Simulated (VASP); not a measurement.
Wanted: the native input for a VASP 6.6.1 run.

```yaml
Task: electric field gradients
Functional: PBEsol
Potentials_or_basis: VASP PAW PBE potentials, release 64 (Ti_sv, Te)
Cutoff: 520 eV
k_mesh: 13 × 13 × 7
Occupations: fermi-dirac, width 0.03 eV
Spin: no spin polarisation
Dipole_correction: no
Further_INCAR_settings: ALGO = Normal; EDIFF = 1e-08; NBANDS = 19
```

The structure of TiTe2 lies in POSCAR:

```
TiTe2
1.0
    3.7770008876     -0.0377700089     -0.0377700089
   -1.9212102310      3.2898637232     -0.0138247828
   -0.0649800000     -0.0649800000      6.4980000000
Ti Te
1 2
Direct
    0.0000000000      0.0000000000      0.0000000000
    0.6666666667      0.3333333333      0.2628000000
    0.3333333333      0.6666666667      0.7372000000
```

This cell differs from its parent crystal: equal xy, yz and zx shear strains of -2 %.

These files were run (other wordings do the same):

INCAR

```
  PREC = Accurate
  ENCUT = 520
  EDIFF = 1E-8
  ISMEAR = -1
  SIGMA = 0.03
  LREAL = False
  LASPH = True
  NELM = 80
  ALGO = Normal
  ISIF = 2
  LWAVE = False
  LCHARG = False
  GGA = PS
  LEFG = True
  NBANDS = 19
```

KPOINTS

```
regular mesh
0
Gamma
  13 13 7
```

Potentials or basis: VASP PAW PBE potentials, release 64 (Ti_sv, Te).

The run is started by

```sh
$ cat potpaw_PBE.64/Ti_sv/POTCAR potpaw_PBE.64/Te/POTCAR > POTCAR
$ mpirun -np 1 vasp_std > vasp.out
```

It gave:

| Item | Value |
| --- | --- |
| Pressure | -2.1 GPa |
| Largest force | 0.234 eV/Å |
| Band gap on the k mesh | zero (bands 12 and 13 overlap by 0.72 eV) |
| Largest electric field gradient by atom | Ti -31.3; Te -69.0 V/Å² |

Caveat: the cell differs from its parent crystal (equal xy, yz and zx shear strains of -2 %); without QUAD_EFG the Cq values of the log hold for a quadrupole moment of 1 mb, not for the nuclei; the PAW data sets were made with another functional, which shifts forces and pressure a little; spin-orbit coupling is left out, which moves the levels of the heavy elements.

It took 17 min on 1 thread of Oxide Virtual Turin-like Processor, with other jobs on the host, peak memory 0.86 GiB.
